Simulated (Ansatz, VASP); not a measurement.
Two plane-wave programs on Be

File INCAR:

```
ALGO = Fast
EDIFF = 1E-6
EDIFFG = -0.015
ENCUT = 600
GGA = PE
IBRION = 2
ISIF = 3
ISMEAR = 0
LASPH = True
LCHARG = False
LREAL = False
LWAVE = False
NELM = 60
NSW = 80
PREC = Accurate
SIGMA = 0.1
```

File KPOINTS:

```
k-points
0
Gamma
  8 9 9
```

The input POSCAR:

```
Be
1.0
    0.0000000000      0.0000000000     -3.5667213982
    4.5251284214      0.0000000000      0.0000000000
   -2.2625642107     -3.9188761683      0.0000000000
Be
8
Direct
    0.2500000000      0.8333333333      0.1666666667
    0.2500000000      0.3333333333      0.1666666667
    0.2500000000      0.8333333333      0.6666666667
    0.2500000000      0.3333333333      0.6666666667
    0.7500000000      0.1666666667      0.3333333333
    0.7500000000      0.6666666667      0.3333333333
    0.7500000000      0.1666666667      0.8333333333
    0.7500000000      0.6666666667      0.8333333333
```

Input for Ansatz:

```yaml
crystal:
  lattice:
    - [0.0, 0.0, -3.5667213982]
    - [4.5251284214, 0.0, 0.0]
    - [-2.2625642107, -3.9188761683, 0.0]
  atoms:
    - { symbol: Be, position: [0.25, 0.8333333333, 0.1666666667] }
    - { symbol: Be, position: [0.25, 0.3333333333, 0.1666666667] }
    - { symbol: Be, position: [0.25, 0.8333333333, 0.6666666667] }
    - { symbol: Be, position: [0.25, 0.3333333333, 0.6666666667] }
    - { symbol: Be, position: [0.75, 0.1666666667, 0.3333333333] }
    - { symbol: Be, position: [0.75, 0.6666666667, 0.3333333333] }
    - { symbol: Be, position: [0.75, 0.1666666667, 0.8333333333] }
    - { symbol: Be, position: [0.75, 0.6666666667, 0.8333333333] }
basis:
  ecutwfc: 420
kpoints:
  mp_grid: { grid: [8, 9, 9] }
hamiltonian:
  xc: pbe
scf:
  occupations: { method: gaussian, width: 0.1 }
output:
  forces: true
  stress: true
  eigenvalues: true
relax:
  adjacent_minimum: "off"
  f_tol: 0.015
  max_steps: 60
  cell: { stress_tol: 0.15 }
```

Alike in both runs: task relaxation of cell and atoms; functional PBE; k mesh 8 × 9 × 9; occupations gaussian, width 0.1 eV; no spin polarisation.

|  | VASP | Ansatz |
| --- | --- | --- |
| version | VASP 6.6.1 | Ansatz 0.2.0 |
| potentials or method | VASP PAW PBE potentials, release 64 (Be), cutoff 600 eV | scalar-relativistic, plane waves, PAW |
| valence electrons in the cell | 16 | 16 |

|  | VASP | Ansatz | Ansatz less VASP |
| --- | --- | --- | --- |
| gap on the k mesh at the Fermi level, each at its own relaxed structure (eV) | none | none | - |
| relaxed volume (Å³/atom) | 7.91 | 7.90 | -0.009 |
| relaxed cell length with the largest relative difference (Å) | 4.525 | 4.523 | -0.0020 |

A gap of «none» marks a metal or a gap that the smearing closes.
